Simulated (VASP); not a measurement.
A run of VASP 6.6.1 is set up as follows.

The input INCAR:

```
PREC = Accurate
ENCUT = 520
EDIFF = 1E-7
ISMEAR = 1
SIGMA = 0.05
LREAL = F
LASPH = T
NELM = 100
ALGO = Normal
ISIF = 2
LWAVE = F
LCHARG = F
GGA = PS
NBANDS = 12
```

File KPOINTS:

```
regular mesh
0
Gamma
  12 12 12
```

The input POSCAR:

```
Ti
1.0
    0.0000000000      2.0300000000      2.0300000000
    2.0300000000      0.0000000000      2.0300000000
    2.0300000000      2.0300000000      0.0000000000
Ti
1
Direct
    0.0000000000      0.0000000000      0.0000000000
```

Potentials or basis: VASP PAW PBE potentials, release 64 (Ti_sv).

Run with:

```bash
$ cat potpaw_PBE.64/Ti_sv/POTCAR > POTCAR
$ mpirun -np 1 vasp_std > vasp.out
```

Problem. What does it give for the pressure?

Solution. -0.6 GPa.

Problem. What does it give for the band gap on the k mesh?

Solution. Zero (band 6 reaches 9.39 eV, above the bottom of band 7 at 8.10 eV).

Caveat: the PAW data sets were made with another functional, which shifts forces and pressure a little.
